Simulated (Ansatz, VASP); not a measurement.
## C4N: VASP beside Ansatz

Contents of INCAR:

```
  PREC = Accurate
  ENCUT = 600
  EDIFF = 1E-7
  ISMEAR = 0
  SIGMA = 0.1
  LREAL = False
  LASPH = True
  NELM = 100
  ALGO = Normal
  ISIF = 3
  LWAVE = False
  LCHARG = False
  GGA = PE
  IBRION = 2
  NSW = 90
  EDIFFG = -0.04
```

The input KPOINTS:

```
Automatic mesh
0
Gamma
  4 4 4
```

POSCAR

```
C4N
1.0
    3.9204054600      0.0000000000      0.0000000000
    0.0000000000      3.9204054600      0.0000000000
    0.0000000000      0.0000000000      3.9204054600
C N
4 1
Direct
    0.5000000000      0.0000000000      0.0000000000
    0.0000000000      0.5000000000      0.0000000000
    0.0000000000      0.0000000000      0.5000000000
    0.5000000000      0.5000000000      0.5000000000
    0.0000000000      0.0000000000      0.0000000000
```

Input for Ansatz:

```yaml
crystal:
  lattice:
    - [3.92040546, 0.0, 0.0]
    - [0.0, 3.92040546, 0.0]
    - [0.0, 0.0, 3.92040546]
  atoms:
    - { symbol: C, position: [0.5, 0.0, 0.0] }
    - { symbol: C, position: [0.0, 0.5, 0.0] }
    - { symbol: C, position: [0.0, 0.0, 0.5] }
    - { symbol: C, position: [0.5, 0.5, 0.5] }
    - { symbol: "N", position: [0.0, 0.0, 0.0] }
basis:
  ecutwfc: 420
kpoints:
  mp_grid: { grid: [4, 4, 4] }
hamiltonian:
  xc: pbe
scf:
  occupations: { method: gaussian, width: 0.1 }
  lower_state_search: "off"
output:
  forces: true
  stress: true
  eigenvalues: true
relax:
  adjacent_minimum: "off"
  f_tol: 0.04
  max_steps: 70
  cell: { stress_tol: 0.4 }
```

Change from the starting cell: species swapped into the Co4N type (Pm-3m, No. 221).

Alike in both runs: task relaxation of cell and atoms; functional PBE; k mesh 4 × 4 × 4; occupations gaussian, width 0.1 eV; no spin polarisation.

```csv
,VASP,Ansatz
version,VASP 6.6.1,Ansatz 0.2.0
potentials or method,"VASP PAW PBE potentials, release 64 (C, N), cutoff 600 eV","scalar-relativistic, plane waves, PAW"
valence electrons in the cell,21,21
```

```tsv
	VASP	Ansatz	Ansatz less VASP
gap on the k mesh at the Fermi level, each at its own relaxed structure (eV)	none	none	-
relaxed volume (Å³/atom)	7.40	7.38	-0.019
relaxed length of the cell vector where the two differ most in proportion (Å)	3.332	3.329	-0.0029
```

A gap of «none» marks a metal or a gap that the smearing closes.

The k mesh is coarse, so the values compare programs but aren't converged. Noted on VASP's run: the volume moved by over 15 % at a fixed basis, so the end points are rough.
